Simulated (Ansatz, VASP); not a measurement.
## One calculation of Si2Ni, two programs

Contents of INCAR:

```
PREC     = Accurate       # precision mode
ENCUT    = 520            # plane-wave cutoff, eV
EDIFF    = 1E-6           # SCF threshold, eV
ISMEAR   = 0              # smearing method
SIGMA    = 0.1            # smearing width, eV
LREAL    = False          # projectors in reciprocal space
LASPH    = True           # aspherical terms in the spheres
NELM     = 60             # most SCF steps
ALGO     = Normal         # electronic algorithm
ISIF     = 2              # what is computed and relaxed
LWAVE    = False          # write WAVECAR
LCHARG   = False          # write CHGCAR
LDIPOL   = True         
IDIPOL   = 3            
DIPOL    = 0.5 0.5 0.488
GGA      = PS             # functional
NBANDS   = 27             # bands
```

File KPOINTS:

```
regular mesh
0
Gamma
  9 9 1
```

The input POSCAR:

```
Si2Ni
1.0
    3.8123023665      0.0000000000      0.0000000000
    0.0000000000      3.8123023665      0.0000000000
    0.0000000000      0.0000000000     19.0435572830
Si Ni
4 2
Direct
    0.5000000000      0.0000000000      0.3938339822
    0.0000000000      0.5000000000      0.3938339822
    0.0000000000      0.5000000000      0.5353886726
    0.5000000000      0.0000000000      0.5353886726
    0.5000000000      0.5000000000      0.4646113274
    0.0000000000      0.0000000000      0.6061660178
```

Input for Ansatz:

```yaml
crystal:
  lattice:
    - [3.8123023665, 0.0, 0.0]
    - [0.0, 3.8123023665, 0.0]
    - [0.0, 0.0, 19.043557283]
  atoms:
    - { symbol: Si, position: [0.5, 0.0, 0.3938339822] }
    - { symbol: Si, position: [0.0, 0.5, 0.3938339822] }
    - { symbol: Ni, position: [0.5, 0.5, 0.4646113274] }
    - { symbol: Si, position: [0.0, 0.5, 0.5353886726] }
    - { symbol: Si, position: [0.5, 0.0, 0.5353886726] }
    - { symbol: Ni, position: [0.0, 0.0, 0.6061660178] }
basis:
  ecutwfc: 420
kpoints:
  mp_grid: { grid: [9, 9, 1] }
hamiltonian:
  xc: pbesol
scf:
  occupations: { method: gaussian, width: 0.1 }
  max_iter: 88
output:
  forces: true
  stress: true
  eigenvalues: true
  write_density: true
  write_potential: true
  elf: true
  volumetric_format: npy
efield:
  axis: 3
  dipole_correction: true
  ramp_width: 0.04
```

Alike in both runs: task single point; functional PBEsol; k mesh 9 × 9 × 1; occupations gaussian, width 0.1 eV; no spin polarisation.

|  | VASP | Ansatz |
| --- | --- | --- |
| version | VASP 6.6.1 | Ansatz 0.2.0 |
| potentials or method | VASP PAW PBE potentials, release 64 (Si, Ni), cutoff 520 eV | scalar-relativistic, plane waves, PAW |
| valence electrons in the cell | 36 | 52 |

|  | VASP | Ansatz | Ansatz less VASP |
| --- | --- | --- | --- |
| gap on the k mesh at the Fermi level (eV) | none | none | - |
| rms of the force components (eV/Å) | 0.547 | 0.559 | +0.0124 |

VASP's potentials were made for PBE, not for PBEsol. A gap of «none» marks a metal or a gap that the smearing closes. With one functional, cell and mesh, what is left measures potentials, basis and numerics. VASP's potentials hold 36 valence electrons a cell and Ansatz's 52, so a difference there can come from the potentials and not from the codes. Ansatz's warnings: xc potential rough in thin density.
